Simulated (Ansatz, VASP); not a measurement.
**BaTiO3: VASP beside Ansatz**

Contents of INCAR:

```
ALGO = Normal
EDIFF = 1E-6
ENCUT = 520
GGA = PE
ISIF = 2
ISMEAR = 0
LASPH = True
LCHARG = False
LREAL = False
LWAVE = False
NBANDS = 28
NELM = 80
PREC = Accurate
SIGMA = 0.05
```

The input KPOINTS:

```
k-points
0
Gamma
  6 6 6
```

POSCAR

```
BaTiO3
1.0
    2.9022957117      1.6756412104      2.2930391934
   -2.9022957117      1.6756412104      2.2930391934
    0.0000000000     -3.3512824209      2.2930391934
Ba Ti O
1 1 3
Direct
    0.0049545205      0.0049545205      0.0049545205
    0.5191875227      0.5191875227      0.5191875227
    0.4883938465      0.4883938465      0.9777702638
    0.4883938465      0.9777702638      0.4883938465
    0.9777702638      0.4883938465      0.4883938465
```

Input for Ansatz:

```yaml
crystal:
  lattice:
    - [2.9022957117, 1.6756412104, 2.2930391934]
    - [-2.9022957117, 1.6756412104, 2.2930391934]
    - [0.0, -3.3512824209, 2.2930391934]
  atoms:
    - { symbol: Ba, position: [0.0049545205, 0.0049545205, 0.0049545205] }
    - { symbol: Ti, position: [0.5191875227, 0.5191875227, 0.5191875227] }
    - { symbol: O, position: [0.4883938465, 0.4883938465, 0.9777702638] }
    - { symbol: O, position: [0.4883938465, 0.9777702638, 0.4883938465] }
    - { symbol: O, position: [0.9777702638, 0.4883938465, 0.4883938465] }
basis:
  ecutwfc: 420
kpoints:
  mp_grid: { grid: [6, 6, 6] }
hamiltonian:
  xc: pbe
scf:
  occupations: { method: gaussian, width: 0.05 }
output:
  forces: true
  stress: true
  eigenvalues: true
```

Alike in both runs: task single point; functional PBE; k mesh 6 × 6 × 6; occupations gaussian, width 0.05 eV; no spin polarisation.

|  | VASP | Ansatz |
| --- | --- | --- |
| version | VASP 6.6.1 | Ansatz 0.2.0 |
| potentials or method | VASP PAW PBE potentials, release 64 (Ba_sv, Ti_sv, O), cutoff 520 eV | scalar-relativistic, plane waves, PAW |
| valence electrons in the cell | 40 | 40 |

Ansatz gave:

```
gap on the k mesh at the Fermi level (eV)                     : 2.56
least direct gap on the mesh (eV)                             : 3.10
pressure (GPa)                                                : -0.3
traceless stress, the component that is largest in VASP (GPa) : 5.62
rms of the force components (eV/Å)                            : 0.058
```

Q: Which values does VASP return?

A: gap on the k mesh at the Fermi level (eV): 2.52; least direct gap on the mesh (eV): 3.08; pressure (GPa): 1.2; traceless stress, the component that is largest in VASP (GPa): 5.71; rms of the force components (eV/Å): 0.072.

Atom by atom the forces differ by 0.036 eV/Å (rms over components).

Neither program's run includes spin-orbit coupling.
